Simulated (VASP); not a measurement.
# Na (Im-3m) in VASP: further runs

Na is run at these levels: PBEsol; tasks: single point, relaxation of cell and atoms.

Everything below comes from runs of VASP 6.6.1. Logs are shortened: lines on timing, memory, paths and dates and some standing lists are left out, and cuts for length are marked.

### Step 1. The cell of the first run

Symmetry: Im-3m, No. 229, cubic system. The conventional cell has a = 4.177 Å, b = 4.177 Å, c = 4.177 Å, α = 90.00°, β = 90.00°, γ = 90.00°. Na (site symmetry m-3m) has 14 Na at 3.62 to 4.18 Å within 4.8 Å.

### Step 2. Single point, PBEsol

Input file INCAR:

```
SYSTEM = Na
PREC     = Accurate       ! precision mode
ENCUT    = 500            ! plane-wave cutoff, eV
EDIFF    = 1E-6           ! SCF threshold, eV
ISMEAR   = -1             ! smearing method
SIGMA    = 0.1            ! smearing width, eV
LREAL    = .False.        ! projectors in reciprocal space
LASPH    = .True.         ! aspherical terms in the spheres
NELM     = 120            ! most SCF steps
ALGO     = Normal         ! electronic algorithm
ISIF     = 2              ! what is computed and relaxed
LWAVE    = .False.        ! write WAVECAR
LCHARG   = .True.         ! write CHGCAR
GGA      = PS             ! functional
LELF     = .True.         ! ELF
LVHAR    = .True.       
NBANDS   = 10             ! bands
GGA_COMPAT= .False.
```

Input file KPOINTS:

```
Automatic mesh
0
Gamma
  8 8 8
  0 0 0
```

Input file POSCAR:

```
Na
1.0
   -2.0886959611      2.0886959611      2.0886959611
    2.0886959611     -2.0886959611      2.0886959611
    2.0886959611      2.0886959611     -2.0886959611
Na
1
Direct
    0.0000000000      0.0000000000      0.0000000000
```

Potentials or basis: VASP PAW PBE potentials, release 64 (Na_pv).

Started as:

```bash
$ cat potpaw_PBE.64/Na_pv/POTCAR > POTCAR
$ mpirun -np 1 vasp_std > vasp.out
```

OUTCAR:

```text
SYSTEM = Na
   PREC = Accurate
   ENCUT = 500
   EDIFF = 1E-6
   ISMEAR = -1
   LREAL = .False.
   LASPH = .True.
   NELM = 120
   ISIF = 2
   GGA = PS

 ion  position               nearest neighbor table
   1  0.000  0.000  0.000-

  LATTYP: Found a body centered cubic cell.
 ALAT       =     4.1773919222

  Lattice vectors:

 A1 = (  -2.0886959611,   2.0886959611,   2.0886959611)
 A2 = (   2.0886959611,  -2.0886959611,   2.0886959611)
 A3 = (   2.0886959611,   2.0886959611,  -2.0886959611)

Analysis of symmetry for initial positions (statically):
=====================================================================
 Subroutine PRICEL returns:
 Original cell was already a primitive cell.

 Routine SETGRP: Setting up the symmetry group for a
 body centered cubic supercell.

 Subroutine GETGRP returns: Found 48 space group operations
 (whereof 48 operations were pure point group operations)
 out of a pool of 48 trial point group operations.

The static configuration has the point symmetry O_h .

Analysis of symmetry for dynamics (positions and initial velocities):
=====================================================================
 Subroutine PRICEL returns:
 Original cell was already a primitive cell.

 Routine SETGRP: Setting up the symmetry group for a
 body centered cubic supercell.

 Subroutine GETGRP returns: Found 48 space group operations
 (whereof 48 operations were pure point group operations)
 out of a pool of 48 trial point group operations.

The dynamic configuration has the point symmetry O_h .

 Subroutine INISYM returns: Found 48 space group operations
 (whereof 48 operations are pure point group operations),
 and found     1 'primitive' translations

----------------------------------------------------------------------------------------

                                     Primitive cell

  volume of cell :      36.4490

  direct lattice vectors                    reciprocal lattice vectors
    -2.088695961  2.088695961  2.088695961     0.000000000  0.239383811  0.239383811
     2.088695961 -2.088695961  2.088695961     0.239383811  0.000000000  0.239383811
     2.088695961  2.088695961 -2.088695961     0.239383811  0.239383811  0.000000000

  length of vectors
     3.617727526  3.617727526  3.617727526     0.338539833  0.338539833  0.338539833

  position of ions in fractional coordinates (direct lattice)
     0.000000000  0.000000000  0.000000000

  ion indices of the primitive-cell ions
   primitive index   ion index
                 1           1

----------------------------------------------------------------------------------------

 KPOINTS: Automatic mesh

Automatic generation of k-mesh.
 Grid dimensions read from file:
 generate k-points for:    8    8    8

 Generating k-lattice:

  Cartesian coordinates                     Fractional coordinates (reciprocal lattice)
     0.000000000  0.029922976  0.029922976     0.125000000  0.000000000  0.000000000
     0.029922976  0.000000000  0.029922976     0.000000000  0.125000000  0.000000000
     0.029922976  0.029922976  0.000000000     0.000000000  0.000000000  0.125000000

  Length of vectors
     0.042317479  0.042317479  0.042317479

  Shift w.r.t. Gamma in fractional coordinates (k-lattice)
     0.000000000  0.000000000  0.000000000

 Subroutine IBZKPT returns following result:
 ===========================================

 Found     29 irreducible k-points:

 Following reciprocal coordinates:
            Coordinates               Weight
  0.000000  0.000000  0.000000      1.000000
  0.125000  0.000000  0.000000     12.000000
  0.250000  0.000000  0.000000     12.000000
  0.375000  0.000000  0.000000     12.000000
  0.500000  0.000000  0.000000      6.000000
  0.125000  0.125000  0.000000     24.000000
[... 16 lines left out ...]
 -0.250000  0.250000  0.250000      6.000000
 -0.375000  0.375000  0.250000     24.000000
 [... further k-points ...]
   k-points           NKPTS =     29   k-points in BZ     NKDIM =     29   number of bands    NBANDS=     10
   number of dos      NEDOS =    301   number of ions     NIONS =      1
   total plane-waves  NPLWV =  21952
   dimension x,y,z NGX =    28 NGY =   28 NGZ =   28
   dimension x,y,z NGXF=    56 NGYF=   56 NGZF=   56
   ions per type =               1
   NGX,Y,Z   is equivalent  to a cutoff of  12.87, 12.87, 12.87 a.u.
   NGXF,Y,Z  is equivalent  to a cutoff of  25.73, 25.73, 25.73 a.u.
 SYSTEM =  Na
   PREC   = accura    normal or accurate (medium, high low for compatibility)
   ISTART =      0    job   : 0-new  1-cont  2-samecut
   ICHARG =      2    charge: 1-file 2-atom 10-const
   ISPIN  =      1    spin polarized calculation?
   LNONCOLLINEAR =      F non collinear calculations
   LSORBIT =      F    spin-orbit coupling
   LASPH  =      T    aspherical Exc in radial PAW
   ENCUT  =  500.0 eV  36.75 Ry    6.06 a.u.   6.60  6.60  6.60*2*pi/ulx,y,z
   NELM   =    120;   NELMIN=  2; NELMDL= -5     # of ELM steps
   EDIFF  = 0.1E-05   stopping-criterion for ELM
   LREAL  =      F    real-space projection
   EDIFFG = 0.1E-04   stopping-criterion for IOM
   NSW    =      0    number of steps for IOM
   IBRION =     -1    ionic relax: 0-MD 1-quasi-New 2-CG
   NFREE  =      0    steps in history (QN), initial steepest desc. (CG)
   ISIF   =      2    stress and relaxation
   ISYM   =      2    0-nonsym 1-usesym 2-fastsym
   POTIM  = 0.5000    time-step for ionic-motion
   TEBEG  =    0.0;   TEEND  =   0.0 temperature during run
   PSTRESS=    0.0 pullay stress
   NELECT =       7.0000    total number of electrons
   NUPDOWN=      -1.0000    fix difference up-down
   EMIN   =  10.00;   EMAX   =-10.00  energy-range for DOS
   EFERMI =   0.00;   METHOD = LEGACY
   ISMEAR =    -1;   SIGMA  =   0.10  broadening in eV -4-tet -1-fermi 0-gaus
   EFERMI_NEDOS =   21; number of points for ismear=-14 and -15
   IALGO  =     38    algorithm
   IMIX   =      4    mixing-type and parameters
     AMIX     =   0.40;   BMIX     =  1.00
     AMIX_MAG =   1.60;   BMIX_MAG =  1.00
  volume/ion in A,a.u.               =      36.45       245.97
  Fermi-wavevector in a.u.,A,eV,Ry     =   0.944522  1.784889 12.138066  0.892123
  Thomas-Fermi vector in A             =   2.072335
   LORBIT       =      0    0 simple, 1 ext, 2 COOP (PROOUT), +10 PAW based schemes
   GGA     = PS    functional components
   LHFCALC =     F    Hartree Fock is set to
   AEXX    =    0.0000 exact exchange contribution
   IVDW    =     0    specifies the selected vdW correction
   LEPSILON=     F    determine dielectric tensor
   LRPA    =     F    only Hartree local field effects (RPA)
 non-spin polarized calculation
  energy-cutoff  :      500.00
  volume of cell :       36.45
 maximum number of plane-waves:       959
 NGX is ok and might be reduce to    28
   NGX = 13   NGY = 13   NGZ = 13

 number of electron       6.9999998 magnetization

 Free energy of the ion-electron system (eV)
  ---------------------------------------------------
  ext. energy  EPLUGINS =         0.00000000
  ---------------------------------------------------
  free energy    TOTEN  =        -1.40056647 eV

  energy without entropy =       -1.38035898  energy(sigma->0) =       -1.39046272

 E-fermi :   0.3892     XC(G=0):  -6.5461

 val. band max:        0.2781530115   @ k =   0.2500   0.2500   0.0000
 cond. band min:       0.5335084283   @ k =   0.3750   0.1250   0.0000
 fundamental gap:      0.2553554168
 Fermi energy:         0.3892324103

 k-point     1 :       0.0000    0.0000    0.0000
  band No.  band energies     occupation
      1     -24.4183      2.00000
      2     -24.4183      2.00000
      3     -24.4183      2.00000
      4      -2.9599      2.00000
      5      12.1959      0.00000
      6      12.1959      0.00000
      7      12.1959      0.00000
      8      13.2109      0.00000
      9      13.2109      0.00000
     10      13.7600      0.00000

 k-point     2 :       0.1250    0.0000    0.0000
  band No.  band energies     occupation
      1     -24.4240      2.00000
      2     -24.4202      2.00000
      3     -24.4183      2.00000
      4      -2.6817      2.00000
      5       9.5769      0.00000
      6      10.9566      0.00000
      7      11.3966      0.00000
      8      11.8390      0.00000
      9      12.4845      0.00000
     10      14.2163      0.00000

 k-point     3 :       0.2500    0.0000    0.0000
  band No.  band energies     occupation
      1     -24.4376      2.00000
      2     -24.4248      2.00000
      3     -24.4183      2.00000
      4      -1.8564      2.00000
      5       6.4272      0.00000
      6       9.6765      0.00000
      7      10.4331      0.00000
      8      10.6568      0.00000
      9      11.7645      0.00000
     10      14.8601      0.00000

 k-point     4 :       0.3750    0.0000    0.0000
  band No.  band energies     occupation
      1     -24.4511      2.00000
      2     -24.4293      2.00000
      3     -24.4182      2.00000
      4      -0.5107      1.99975
      5       3.6807      0.00000
      6       8.8886      0.00000
      7       9.8282      0.00000
      8       9.9470      0.00000
      9      11.1102      0.00000
     10      15.8609      0.00000
[... 222 lines left out ...]
 k-point    22 :       0.2500    0.2500    0.2500
  band No.  band energies     occupation
      1     -24.4369      2.00000
      2     -24.4369      2.00000
      3     -24.4369      2.00000
      4       3.0819      0.00000
      5       3.0819      0.00000
      6       3.0819      0.00000
      7       4.8345      0.00000
      8      17.9078      0.00000
      9      17.9078      0.00000
     10      18.8018      0.00000

 k-point    23 :      -0.2500    0.2500    0.2500
  band No.  band energies     occupation
      1     -24.4381      2.00000
      2     -24.4317      2.00000
      3     -24.4317      2.00000
      4      -0.7764      1.99998
      5       7.0431      0.00000
      6       7.1715      0.00000
      7       7.1715      0.00000
      8       9.1608      0.00000
      9      14.3228      0.00000
     10      15.2011      0.00000

 k-point    24 :      -0.3750    0.3750    0.2500
  band No.  band energies     occupation
      1     -24.4469      2.00000
      2     -24.4366      2.00000
      3     -24.4326      2.00000
      4       0.5411      0.35930
      5       4.6276      0.00000
      6       6.4642      0.00000
      7       7.1164      0.00000
      8       9.2432      0.00000
      9      13.0934      0.00000
     10      14.2143      0.00000

 [... further k-points ...]

------------------------ aborting loop because EDIFF is reached ----------------------------------------

  FORCE on cell =-STRESS in cart. coord.  units (eV):
  Direction    XX          YY          ZZ          XY          YZ          ZX
  --------------------------------------------------------------------------------------
  -------------------------------------------------------------------------------------
  Total       -0.0066412     -0.0066412     -0.0066412      0.0000000     -0.0000000      0.0000000
  in kB       -0.2919239     -0.2919239     -0.2919239      0.0000000     -0.0000000      0.0000000
  external PRESSURE =      -0.2919239 kB  Pullay stress =       0.0000000 kB

 VOLUME and BASIS-vectors are now :
 -----------------------------------------------------------------------------
  energy-cutoff  :      500.00
  volume of cell :       36.45
      direct lattice vectors                 reciprocal lattice vectors
    -2.088695961  2.088695961  2.088695961     0.000000000  0.239383811  0.239383811
     2.088695961 -2.088695961  2.088695961     0.239383811  0.000000000  0.239383811
     2.088695961  2.088695961 -2.088695961     0.239383811  0.239383811  0.000000000

 POSITION                                       TOTAL-FORCE (eV/Angst)
 -----------------------------------------------------------------------------------
      0.00000      0.00000      0.00000         0.000000     -0.000000      0.000000
 -----------------------------------------------------------------------------------
    total drift:                               -0.000000     -0.000000     -0.000000

  FREE ENERGIE OF THE ION-ELECTRON SYSTEM (eV)
  ---------------------------------------------------
  free  energy   TOTEN  =        -1.4005664718 eV

  energy  without entropy=       -1.3803589757  energy(sigma->0) =       -1.39046272
```

It took 4.8 s on 1 thread of Intel Xeon 6975P-C (Granite Rapids), shared host; peak memory 0.14 GiB.

Results:

```yaml
Free_energy: -1.4006 eV
Pressure: 0.0 GPa
Band_gap_on_the_k_mesh: zero (an odd number of electrons rules out a gap without spin polarisation)
```

Caveat: the PAW data sets were made with another functional, which shifts forces and pressure a little.

### Step 3. Relaxation of cell and atoms, PBEsol

This run uses another cell than the first one, of 39.26 Å³/atom.

Input file INCAR:

```
ALGO = Normal
EDIFF = 1E-7
EDIFFG = -0.03
ENCUT = 500
GGA = PS
GGA_COMPAT = False
IBRION = 2
ISIF = 3
ISMEAR = -1
LASPH = True
LCHARG = False
LREAL = False
LWAVE = False
NELM = 120
NELMIN = 4
NSW = 80
PREC = Accurate
SIGMA = 0.1
```

Input file KPOINTS:

```
k-points
0
Gamma
  8 8 8
```

Input file POSCAR:

```
Na
1.0
   -2.1410000000      2.1410000000      2.1410000000
    2.1410000000     -2.1410000000      2.1410000000
    2.1410000000      2.1410000000     -2.1410000000
Na
1
Direct
    0.0000000000      0.0000000000      0.0000000000
```

Potentials or basis: VASP PAW PBE potentials, release 64 (Na_pv).

Started as:

```bash
$ cat potpaw_PBE.64/Na_pv/POTCAR > POTCAR
$ mpirun -np 1 vasp_std > vasp.out
```

It took 8 s on 1 thread of Intel Xeon 6975P-C (Granite Rapids), shared host; peak memory 0.14 GiB.

Results (log left out):

```yaml
Free_energy: -1.4008 eV
Relaxed_volume: 36.42 Å³/atom
Relaxed_cell: a = 3.617 Å, b = 3.617 Å, c = 3.617 Å, α = 109.47°, β = 109.47°, γ = 109.47°
Space_group_after_relaxing_to_0.1_Å: Im-3m (No. 229)
Energy_gained_by_relaxing: 4.7 meV/atom
Ionic_steps: 3
Pressure_after_relaxing: 0.0 GPa
Band_gap_on_the_k_mesh: zero (an odd number of electrons rules out a gap without spin polarisation)
```

The path:
```tsv
step	energy change (eV)	largest force (eV/Å)	pressure (GPa)	volume (Å³)
1	0.0000	0.0000	-0.52	39.26
2	-0.0021	0.0000	-0.40	38.53
3	-0.0047	0.0000	0.00	36.42
```

Final structure:
```cif
data_structure
_symmetry_space_group_name_H-M 'P 1'
_symmetry_Int_Tables_number 1
_cell_length_a 3.6167
_cell_length_b 3.6167
_cell_length_c 3.6167
_cell_angle_alpha 109.471
_cell_angle_beta 109.471
_cell_angle_gamma 109.471
_cell_volume 36.42
loop_
_atom_site_label
_atom_site_type_symbol
_atom_site_fract_x
_atom_site_fract_y
_atom_site_fract_z
_atom_site_occupancy
Na1 Na 0.00000 0.00000 0.00000 1
```

Levels at points of the mesh, in eV from the Fermi level:
```csv
k point,band 1,band 2,band 3,band 4,band 5,band 6,band 7
"(0.00, 0.00, 0.00)",-24.81,-24.81,-24.81,-3.35,11.81,11.81,11.81
"(0.50, 0.00, 0.00)",-24.85,-24.82,-24.81,0.72,1.21,8.24,9.24
"(0.50, 0.50, 0.50)",-24.83,-24.83,-24.83,4.51,4.51,4.91,4.91
```

Caveat: the PAW data sets were made with another functional, which shifts forces and pressure a little.
